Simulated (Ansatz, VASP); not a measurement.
# One calculation of CoSi2, two programs

```xyz
12
Lattice="5.3599 0.0000 0.0000 0.0000 -5.3599 0.0000 0.0000 0.0000 -5.3599" Properties=species:S:1:pos:R:3 pbc="T T T"
Co    2.6799   -2.6799   -5.3599
Co    0.0000    0.0000   -5.3599
Co    0.0000   -2.6799   -2.6799
Co    2.6799    0.0000   -2.6799
Si    1.3400   -1.3400   -1.3400
Si    4.0199   -4.0199   -1.3400
Si    4.0199   -1.3400   -4.0199
Si    1.3400   -4.0199   -4.0199
Si    4.0199   -4.0199   -4.0199
Si    1.3400   -1.3400   -4.0199
Si    1.3400   -4.0199   -1.3400
Si    4.0199   -1.3400   -1.3400
```

Alike in both runs: task single point; functional PBE; k mesh 10 × 10 × 10; occupations gaussian, width 0.15 eV; no spin polarisation.

|  | VASP | Ansatz |
| --- | --- | --- |
| version | VASP 6.6.1 | Ansatz 0.2.0 |
| potentials or method | VASP PAW PBE potentials, release 64 (Co, Si), cutoff 520 eV | scalar-relativistic, plane waves, PAW |
| valence electrons in the cell | 68 | 100 |

Ansatz gave:

* gap on the k mesh at the Fermi level (eV): none
* pressure (GPa): 0.0

Question: Which values does VASP return?

Answer: gap on the k mesh at the Fermi level (eV): none; pressure (GPa): -0.2.

A gap of «none» marks a metal or a gap that the smearing closes. With one functional, cell and mesh, what is left measures potentials, basis and numerics. VASP's potentials hold 68 valence electrons a cell and Ansatz's 100, so a difference there can come from the potentials and not from the codes.
